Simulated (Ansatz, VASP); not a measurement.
**TaAl2ZnN4 in VASP and in Ansatz**

File INCAR:

```
SYSTEM = TaAl2ZnN4
ALGO     = Normal         ! electronic algorithm
EDIFF    = 1E-6           ! SCF threshold, eV
EDIFFG   = -0.01          ! ionic threshold
ENCUT    = 600            ! plane-wave cutoff, eV
GGA      = PE             ! functional
IBRION   = 2              ! ionic algorithm
ISIF     = 3              ! what is computed and relaxed
ISMEAR   = 0              ! smearing method
LASPH    = .TRUE.         ! aspherical terms in the spheres
LCHARG   = .FALSE.        ! write CHGCAR
LREAL    = .FALSE.        ! projectors in reciprocal space
LWAVE    = .FALSE.        ! write WAVECAR
NELM     = 60             ! most SCF steps
NSW      = 100            ! ionic steps
PREC     = Accurate       ! precision mode
SIGMA    = 0.1            ! smearing width, eV
```

The input KPOINTS:

```
k-points
0
G
  12 12 4
  0 0 0
```

Contents of POSCAR:

```
TaAl2ZnN4
1.0
    3.2375053771      0.0000000000      0.0000000000
   -1.6187526886      2.8037619015      0.0000000000
    0.0000000000      0.0000000000     10.5096681887
Ta Al Zn N
1 2 1 4
Direct
    0.0000000000      0.0000000000      0.4981732929
    0.3333333333      0.6666666667      0.2267904578
    0.3333333333      0.6666666667      0.7605438506
    0.0000000000      0.0000000000      0.9930718305
    0.0000000000      0.0000000000      0.2023144202
    0.3333333333      0.6666666667      0.4262452761
    0.0000000000      0.0000000000      0.6907916871
    0.3333333333      0.6666666667      0.9336006348
```

Input for Ansatz:

```yaml
crystal:
  lattice:
    - [3.2375053771, 0.0, 0.0]
    - [-1.6187526886, 2.8037619015, 0.0]
    - [0.0, 0.0, 10.5096681887]
  atoms:
    - { symbol: Ta, position: [0.0, 0.0, 0.4981732929] }
    - { symbol: Al, position: [0.3333333333, 0.6666666667, 0.2267904578] }
    - { symbol: Al, position: [0.3333333333, 0.6666666667, 0.7605438506] }
    - { symbol: Zn, position: [0.0, 0.0, 0.9930718305] }
    - { symbol: "N", position: [0.0, 0.0, 0.2023144202] }
    - { symbol: "N", position: [0.3333333333, 0.6666666667, 0.4262452761] }
    - { symbol: "N", position: [0.0, 0.0, 0.6907916871] }
    - { symbol: "N", position: [0.3333333333, 0.6666666667, 0.9336006348] }
basis:
  ecutwfc: 420
kpoints:
  mp_grid: { grid: [12, 12, 4] }
hamiltonian:
  xc: pbe
scf:
  occupations: { method: gaussian, width: 0.1 }
output:
  forces: true
  stress: true
  eigenvalues: true
relax:
  adjacent_minimum: "off"
  f_tol: 0.01
  max_steps: 80
  cell: { stress_tol: 0.05 }
```

Alike in both runs: task relaxation of cell and atoms; functional PBE; k mesh 12 × 12 × 4; occupations gaussian, width 0.1 eV; no spin polarisation.

|  | VASP | Ansatz |
| --- | --- | --- |
| version | VASP 6.6.1 | Ansatz 0.2.0 |
| potentials or method | VASP PAW PBE potentials, release 64 (Ta_pv, Al, Zn, N), cutoff 600 eV | scalar-relativistic, plane waves, PAW |
| valence electrons in the cell | 49 | 51 |

```csv
,VASP,Ansatz,Ansatz less VASP
"gap on the k mesh at the Fermi level, each at its own relaxed structure (eV)",none,none,-
relaxed volume (Å³/atom),11.93,11.93,-0.006
relaxed length of the cell vector where the two differ most in proportion (Å),10.487,10.441,-0.0461
```

A gap of «none» marks a metal or a gap that the smearing closes. VASP's potentials hold 49 valence electrons a cell and Ansatz's 51, so a difference there can come from the potentials and not from the codes.

Spin-orbit coupling is off throughout.
